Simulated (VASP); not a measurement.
# AlNi (Cmmm) in VASP: notebook

Runs on AlNi. Level: PBEsol. Tasks: single point.

All numbers are computed with VASP 6.6.1; they aren't measurements. Logs are shortened: lines on timing, memory, paths and dates and some standing lists are left out, and cuts for length are marked.

## Step 1: The cell of the first run

The structure is orthorhombic, space group Cmmm (No. 65). Conventional cell: a = 3.798 Å, b = 3.827 Å, c = 3.036 Å, α = 90.00°, β = 90.00°, γ = 90.00°. Ni (site symmetry mmm) has 8 Al at 2.43 to 2.44 Å and 6 Ni at 2.70 to 3.04 Å within 3.2 Å. Within 3.2 Å of Al (site symmetry mmm) lie 8 Ni at 2.43 to 2.44 Å and 6 Al at 2.70 to 3.04 Å.

## Step 2: Single point, PBEsol, collinear spin, ferromagnetic start

INCAR reads:

```
PREC     = Accurate       # precision mode
ENCUT    = 520            # plane-wave cutoff, eV
EDIFF    = 1E-7           # SCF threshold, eV
ISMEAR   = -1             # smearing method
SIGMA    = 0.05           # smearing width, eV
LREAL    = False          # projectors in reciprocal space
LASPH    = True           # aspherical terms in the spheres
NELM     = 150            # most SCF steps
ALGO     = Normal         # electronic algorithm
ISIF     = 2              # what is computed and relaxed
LWAVE    = False          # write WAVECAR
LCHARG   = False          # write CHGCAR
ISPIN    = 2              # spin polarisation
MAGMOM   = 1 0            # initial moments
LORBIT   = 11             # projections on sites
LMAXMIX  = 4              # l up to which the mixer works
GGA      = PS             # functional
NBANDS   = 18             # bands
```

KPOINTS reads:

```
regular mesh
0
Gamma
  10 10 9
```

POSCAR reads:

```
AlNi
1.0
    1.8991177115     -1.9133179386      0.0000000000
    1.8991177115      1.9133179386      0.0000000000
    0.0000000000      0.0000000000      3.0361586134
Ni Al
1 1
Direct
    0.5000000000      0.5000000000      0.5000000000
    0.0000000000      0.0000000000      0.0000000000
```

Potentials or basis: VASP PAW PBE potentials, release 64 (Ni, Al).

Started as:

```bash
cat potpaw_PBE.64/Ni/POTCAR potpaw_PBE.64/Al/POTCAR > POTCAR
mpirun -np 1 vasp_std > vasp.out
```

OUTCAR:

```text
PREC = Accurate
   ENCUT = 520
   EDIFF = 1E-7
   ISMEAR = -1
   LREAL = False
   LASPH = True
   NELM = 150
   ISIF = 2
   ISPIN = 2
   LORBIT = 11
   GGA = PS

 ion  position               nearest neighbor table
   1  0.500  0.500  0.500-   2 2.43   2 2.43   2 2.43   2 2.43   2 2.44   2 2.44   2 2.44   2 2.44

   2  0.000  0.000  0.000-   1 2.43   1 2.43   1 2.43   1 2.43   1 2.44   1 2.44   1 2.44   1 2.44

  LATTYP: Found a base centered orthorhombic cell.
 ALAT       =     3.7982354230
 B/A-ratio  =     1.0074772759
 C/A-ratio  =     0.7993603016

  Lattice vectors:

 A1 = (   1.8991177115,  -1.9133179386,   0.0000000000)
 A2 = (   1.8991177115,   1.9133179386,   0.0000000000)
 A3 = (   0.0000000000,   0.0000000000,   3.0361586134)

Analysis of symmetry for initial positions (statically):
=====================================================================
 Subroutine PRICEL returns:
 Original cell was already a primitive cell.

 Routine SETGRP: Setting up the symmetry group for a
 base centered orthorhombic supercell.

 Subroutine GETGRP returns: Found  8 space group operations
 (whereof  8 operations were pure point group operations)
 out of a pool of  8 trial point group operations.

The static configuration has the point symmetry D_2h.

Analysis of symmetry for dynamics (positions and initial velocities):
=====================================================================
 Subroutine PRICEL returns:
 Original cell was already a primitive cell.

 Routine SETGRP: Setting up the symmetry group for a
 base centered orthorhombic supercell.

 Subroutine GETGRP returns: Found  8 space group operations
 (whereof  8 operations were pure point group operations)
 out of a pool of  8 trial point group operations.

The dynamic configuration has the point symmetry D_2h.

Analysis of structural, dynamic, and magnetic symmetry:
=====================================================================
 Subroutine PRICEL returns:
 Original cell was already a primitive cell.

 Routine SETGRP: Setting up the symmetry group for a
 base centered orthorhombic supercell.

 Subroutine GETGRP returns: Found  8 space group operations
 (whereof  8 operations were pure point group operations)
 out of a pool of  8 trial point group operations.

The overall configuration has the point symmetry D_2h.

 Subroutine INISYM returns: Found  8 space group operations
 (whereof  8 operations are pure point group operations),
 and found     1 'primitive' translations

----------------------------------------------------------------------------------------

                                     Primitive cell

  volume of cell :      22.0645

  direct lattice vectors                    reciprocal lattice vectors
     1.899117711 -1.913317939  0.000000000     0.263280152 -0.261326144  0.000000000
     1.899117711  1.913317939  0.000000000     0.263280152  0.261326144  0.000000000
     0.000000000  0.000000000  3.036158613     0.000000000  0.000000000  0.329363557

  length of vectors
     2.695817801  2.695817801  3.036158613     0.370955243  0.370955243  0.329363557

  position of ions in fractional coordinates (direct lattice)
     0.500000000  0.500000000  0.500000000
     0.000000000  0.000000000  0.000000000

  ion indices of the primitive-cell ions
   primitive index   ion index
                 1           1
                 2           2

----------------------------------------------------------------------------------------

 KPOINTS: regular mesh

Automatic generation of k-mesh.
 Grid dimensions read from file:
 generate k-points for:   10   10    9

 Generating k-lattice:

  Cartesian coordinates                     Fractional coordinates (reciprocal lattice)
     0.026328015 -0.026132614  0.000000000     0.100000000  0.000000000  0.000000000
     0.026328015  0.026132614  0.000000000     0.000000000  0.100000000  0.000000000
     0.000000000  0.000000000  0.036595951     0.000000000  0.000000000  0.111111111

  Length of vectors
     0.037095524  0.037095524  0.036595951

  Shift w.r.t. Gamma in fractional coordinates (k-lattice)
     0.000000000  0.000000000  0.000000000

 Subroutine IBZKPT returns following result:
 ===========================================

 Found    155 irreducible k-points:

 Following reciprocal coordinates:
            Coordinates               Weight
  0.000000  0.000000  0.000000      1.000000
  0.100000  0.000000  0.000000      4.000000
  0.200000  0.000000  0.000000      4.000000
  0.300000  0.000000  0.000000      4.000000
  0.400000  0.000000  0.000000      4.000000
  0.500000  0.000000  0.000000      2.000000
[... 16 lines left out ...]
  0.300000  0.300000  0.000000      2.000000
  0.400000  0.300000  0.000000      4.000000
 [... further k-points ...]
   k-points           NKPTS =    155   k-points in BZ     NKDIM =    155   number of bands    NBANDS=     18
   number of dos      NEDOS =    301   number of ions     NIONS =      2
   total plane-waves  NPLWV =   9600
   dimension x,y,z NGX =    20 NGY =   20 NGZ =   24
   dimension x,y,z NGXF=    40 NGYF=   40 NGZF=   48
   ions per type =               1   1
   NGX,Y,Z   is equivalent  to a cutoff of  12.33, 12.33, 13.14 a.u.
   NGXF,Y,Z  is equivalent  to a cutoff of  24.67, 24.67, 26.28 a.u.
 SYSTEM =  unknown system
   PREC   = accura    normal or accurate (medium, high low for compatibility)
   ISTART =      0    job   : 0-new  1-cont  2-samecut
   ICHARG =      2    charge: 1-file 2-atom 10-const
   ISPIN  =      2    spin polarized calculation?
   LNONCOLLINEAR =      F non collinear calculations
   LSORBIT =      F    spin-orbit coupling
   LASPH  =      T    aspherical Exc in radial PAW
   ENCUT  =  520.0 eV  38.22 Ry    6.18 a.u.   5.01  5.01  5.65*2*pi/ulx,y,z
   NELM   =    150;   NELMIN=  2; NELMDL= -5     # of ELM steps
   EDIFF  = 0.1E-06   stopping-criterion for ELM
   LREAL  =      F    real-space projection
   EDIFFG = 0.1E-05   stopping-criterion for IOM
   NSW    =      0    number of steps for IOM
   IBRION =     -1    ionic relax: 0-MD 1-quasi-New 2-CG
   NFREE  =      0    steps in history (QN), initial steepest desc. (CG)
   ISIF   =      2    stress and relaxation
   ISYM   =      2    0-nonsym 1-usesym 2-fastsym
   POTIM  = 0.5000    time-step for ionic-motion
   TEBEG  =    0.0;   TEEND  =   0.0 temperature during run
   PSTRESS=    0.0 pullay stress
   NELECT =      13.0000    total number of electrons
   NUPDOWN=      -1.0000    fix difference up-down
   EMIN   =  10.00;   EMAX   =-10.00  energy-range for DOS
   EFERMI =   0.00;   METHOD = LEGACY
   ISMEAR =    -1;   SIGMA  =   0.05  broadening in eV -4-tet -1-fermi 0-gaus
   EFERMI_NEDOS =   21; number of points for ismear=-14 and -15
   IALGO  =     38    algorithm
   IMIX   =      4    mixing-type and parameters
     AMIX     =   0.40;   BMIX     =  1.00
     AMIX_MAG =   1.60;   BMIX_MAG =  1.00
  volume/ion in A,a.u.               =      11.03        74.45
  Fermi-wavevector in a.u.,A,eV,Ry     =   1.372434  2.593524 25.627593  1.883575
  Thomas-Fermi vector in A             =   2.498041
   LORBIT       =     11    0 simple, 1 ext, 2 COOP (PROOUT), +10 PAW based schemes
   GGA     = PS    functional components
   LHFCALC =     F    Hartree Fock is set to
   AEXX    =    0.0000 exact exchange contribution
   IVDW    =     0    specifies the selected vdW correction
   LEPSILON=     F    determine dielectric tensor
   LRPA    =     F    only Hartree local field effects (RPA)
 spin polarized calculation
  energy-cutoff  :      520.00
  volume of cell :       22.06
 maximum number of plane-waves:       608
   NGX = 11   NGY = 11   NGZ = 11

 number of electron      13.0000001 magnetization       0.0001513

 number of electron      13.0000001 magnetization      -0.0001153

 Free energy of the ion-electron system (eV)
  ---------------------------------------------------
  ext. energy  EPLUGINS =         0.00000000
  ---------------------------------------------------
  free energy    TOTEN  =       -11.48919311 eV

  energy without entropy =      -11.48196034  energy(sigma->0) =      -11.48557672

 E-fermi :  10.9987     XC(G=0): -12.5625

 val. band max:       10.9942101208   @ k =   0.4000   0.2000   0.1111
 cond. band min:      11.0074343062   @ k =  -0.4000   0.2000   0.1111
 fundamental gap:      0.0132241855
 Fermi energy:        10.9987103982

 spin component 1

 k-point     1 :       0.0000    0.0000    0.0000
  band No.  band energies     occupation
      1      -0.7488      1.00000
      2       7.2461      1.00000
      3       7.4047      1.00000
      4       9.1982      1.00000
      5       9.2192      1.00000
      6       9.5372      1.00000
[... 10 lines left out ...]
     17      35.2616      0.00000
     18      35.2784      0.00000
[... 463 lines left out ...]
 k-point    24 :       0.4000    0.3000    0.0000
  band No.  band energies     occupation
      1       4.0417      1.00000
      2       6.5588      1.00000
      3       8.1304      1.00000
      4       8.2914      1.00000
      5       8.6244      1.00000
      6       8.6659      1.00000
[... 10 lines left out ...]
     17      35.0139      0.00000
     18      36.2802      0.00000

 [... further k-points ...]

 spin component 2

 k-point     1 :       0.0000    0.0000    0.0000
  band No.  band energies     occupation
      1      -0.7488      1.00000
      2       7.2460      1.00000
      3       7.4046      1.00000
      4       9.1983      1.00000
      5       9.2193      1.00000
      6       9.5372      1.00000
[... 10 lines left out ...]
     17      35.2616      0.00000
     18      35.2784      0.00000
[... 463 lines left out ...]
 k-point    24 :       0.4000    0.3000    0.0000
  band No.  band energies     occupation
      1       4.0418      1.00000
      2       6.5588      1.00000
      3       8.1304      1.00000
      4       8.2915      1.00000
      5       8.6244      1.00000
      6       8.6659      1.00000
[... 10 lines left out ...]
     17      35.0139      0.00000
     18      36.2802      0.00000

 [... further k-points ...]

------------------------ aborting loop because EDIFF is reached ----------------------------------------

  FORCE on cell =-STRESS in cart. coord.  units (eV):
  Direction    XX          YY          ZZ          XY          YZ          ZX
  --------------------------------------------------------------------------------------
  -------------------------------------------------------------------------------------
  Total        2.3079456      2.0376969      0.9914360      0.0000000      0.0000000      0.0000000
  in kB      167.5879055    147.9642152     71.9915947      0.0000000      0.0000000      0.0000000
  external PRESSURE =     129.1812385 kB  Pullay stress =       0.0000000 kB

 VOLUME and BASIS-vectors are now :
 -----------------------------------------------------------------------------
  energy-cutoff  :      520.00
  volume of cell :       22.06
      direct lattice vectors                 reciprocal lattice vectors
     1.899117711 -1.913317939  0.000000000     0.263280152 -0.261326144  0.000000000
     1.899117711  1.913317939  0.000000000     0.263280152  0.261326144  0.000000000
     0.000000000  0.000000000  3.036158613     0.000000000  0.000000000  0.329363557

 POSITION                                       TOTAL-FORCE (eV/Angst)
 -----------------------------------------------------------------------------------
      1.89912      0.00000      1.51808         0.000000      0.000000      0.000000
      0.00000      0.00000      0.00000        -0.000000      0.000000      0.000000
 -----------------------------------------------------------------------------------
    total drift:                                0.000000      0.000000      0.000000

  FREE ENERGIE OF THE ION-ELECTRON SYSTEM (eV)
  ---------------------------------------------------
  free  energy   TOTEN  =       -11.4891931066 eV

  energy  without entropy=      -11.4819603388  energy(sigma->0) =      -11.48557672

 total charge

# of ion       s       p       d       tot
------------------------------------------
    1        0.517   0.594   8.514   9.625
    2        0.394   0.453   0.000   0.847
--------------------------------------------------
tot          0.912   1.047   8.514  10.473

 magnetization (x)

# of ion       s       p       d       tot
------------------------------------------
    1        0.000   0.000  -0.000  -0.000
    2       -0.000  -0.000   0.000  -0.000
--------------------------------------------------
tot          0.000   0.000  -0.000  -0.000
```

Wall time 2.4 min (1 thread of Intel Xeon 8259CL, shared host); peak memory 0.21 GiB.

What came out:

- Free energy: -11.4892 eV
- Pressure: 12.9 GPa
- Net moment: 0.00 μB per cell
- Valence electrons inside the program's atomic spheres: Ni 9.62; Al 0.85

Levels at points of the mesh, in eV from the Fermi level:
Spin up:
| k point | band 5 | band 6 | band 7 | band 8 | band 9 | band 10 |
| --- | --- | --- | --- | --- | --- | --- |
| (0.00, 0.00, 0.00) | -1.78 | -1.46 | 3.08 | 7.38 | 7.42 | 7.43 |
| (0.50, 0.00, 0.00) | -2.25 | -1.65 | -0.36 | 7.99 | 8.02 | 9.94 |
| (0.50, 0.50, 0.00) | -2.57 | -2.44 | -0.91 | 2.36 | 3.68 | 11.40 |
Spin down:
```
           k point  band 5  band 6  band 7  band 8  band 9  band 10
(0.00, 0.00, 0.00)   -1.78   -1.46    3.08    7.38    7.42     7.43
(0.50, 0.00, 0.00)   -2.25   -1.65   -0.36    7.99    8.02     9.94
(0.50, 0.50, 0.00)   -2.57   -2.44   -0.91    2.36    3.68    11.40
```

Caveat: the stress differs along the axes, from 7 to 17 GPa; the moments typed at the start vanished in this run; the PAW data sets were made with another functional, which shifts forces and pressure a little.

## Step 3: Single point, PBEsol, collinear spin, ferromagnetic start

This run uses another cell than the first one, of 11.27 Å³/atom.

INCAR reads:

```
PREC = Accurate
ENCUT = 520
EDIFF = 1E-7
ISMEAR = -1
SIGMA = 0.05
LREAL = F
LASPH = T
NELM = 150
ALGO = Normal
ISIF = 2
LWAVE = F
LCHARG = T
ISPIN = 2
MAGMOM = 1 0
LORBIT = 11
LMAXMIX = 4
GGA = PS
LELF = T
LVHAR = T
NBANDS = 18
```

KPOINTS is that of step 2.

POSCAR reads:

```
AlNi
1.0
    1.9124922205     -1.9267924526      0.0000000000
    1.9124922205      1.9267924526      0.0000000000
    0.0000000000      0.0000000000      3.0575407166
Ni Al
1 1
Direct
    0.5000000000      0.5000000000      0.5000000000
    0.0000000000      0.0000000000      0.0000000000
```

Potentials or basis: VASP PAW PBE potentials, release 64 (Ni, Al).

Started as:

```bash
cat potpaw_PBE.64/Ni/POTCAR potpaw_PBE.64/Al/POTCAR > POTCAR
mpirun -np 1 vasp_std > vasp.out
```

Run time: 2.6 min. Hardware: 1 thread of Intel Xeon 8259CL, shared host; peak memory 0.21 GiB.

Results (log left out):

- Free energy: -11.5204 eV
- Pressure: 8.4 GPa
- Net moment: 0.00 μB per cell
- Valence electrons inside the program's atomic spheres: Ni 9.58; Al 0.83

Stress tensor (GPa, compression positive):
```
12.00  0.00  0.00
 0.00 10.14  0.00
 0.00  0.00  2.96
```

Levels at points of the mesh, in eV from the Fermi level:
Spin up:
```
           k point  band 3  band 4  band 5  band 6  band 7  band 8  band 9  band 10  band 11  band 12
(0.00, 0.00, 0.00)   -3.48   -1.75   -1.73   -1.42    3.03    7.27    7.31     7.34     8.81    15.35
(0.50, 0.00, 0.00)   -2.97   -2.90   -2.18   -1.61   -0.36    7.92    8.00     9.75    11.86    13.21
(0.50, 0.50, 0.00)   -2.59   -2.59   -2.52   -2.39   -0.88    2.31    3.55    11.19    13.85    13.98
```
Spin down:
| k point | band 4 | band 5 | band 6 | band 7 | band 8 | band 9 | band 10 | band 11 |
| --- | --- | --- | --- | --- | --- | --- | --- | --- |
| (0.00, 0.00, 0.00) | -1.75 | -1.73 | -1.42 | 3.03 | 7.27 | 7.31 | 7.34 | 8.81 |
| (0.50, 0.00, 0.00) | -2.90 | -2.18 | -1.61 | -0.36 | 7.92 | 8.00 | 9.75 | 11.86 |
| (0.50, 0.50, 0.00) | -2.59 | -2.52 | -2.39 | -0.88 | 2.31 | 3.55 | 11.19 | 13.85 |

Caveat: the stress differs along the axes, from 3 to 12 GPa; the moments typed at the start vanished in this run; the PAW data sets were made with another functional, which shifts forces and pressure a little.
